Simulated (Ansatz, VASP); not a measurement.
CdSe in VASP and in Ansatz

```
Cd Se
1.0
     4.35659    0.00000    0.00000
    -2.17829    3.77291    0.00000
     0.00000    0.00000    7.11238
Cd Se
2 2
Direct
  0.66667 0.33333 0.50000
  0.33333 0.66667 0.00000
  0.66667 0.33333 0.88500
  0.33333 0.66667 0.38500
```

Change from the starting cell: volume scaled by 1.04.

Alike in both runs: task single point; functional PBE; k mesh 7 × 7 × 4; occupations fermi-dirac, width 0.01 eV; collinear spin.

```csv
,VASP,Ansatz
version,VASP 6.6.1,Ansatz 0.2.0
potentials or method,"VASP PAW PBE potentials, release 64 (Cd, Se), cutoff 520 eV","all-electron LAPW, scalar-relativistic"
```

VASP gave:

| Property | Result |
| --- | --- |
| gap on the k mesh at the Fermi level (eV) | 0.62 |
| least direct gap on the mesh (eV) | 0.62 |
| pressure (GPa) | 1.2 |
| traceless stress, the component that is largest in VASP (GPa) | -1.09 |
| rms of the force components (eV/Å) | 0.145 |
| net moment per atom (μB) | 0.00 |

Q: Which values does Ansatz return?

A: gap on the k mesh at the Fermi level (eV): 0.62; least direct gap on the mesh (eV): 0.62; pressure (GPa): 0.9; traceless stress, the component that is largest in VASP (GPa): -1.05; rms of the force components (eV/Å): 0.141; net moment per atom (μB): 0.00.

Atom by atom the forces differ by 0.004 eV/Å (rms over components). Ansatz ran all-electron here, and VASP with PAW potentials.
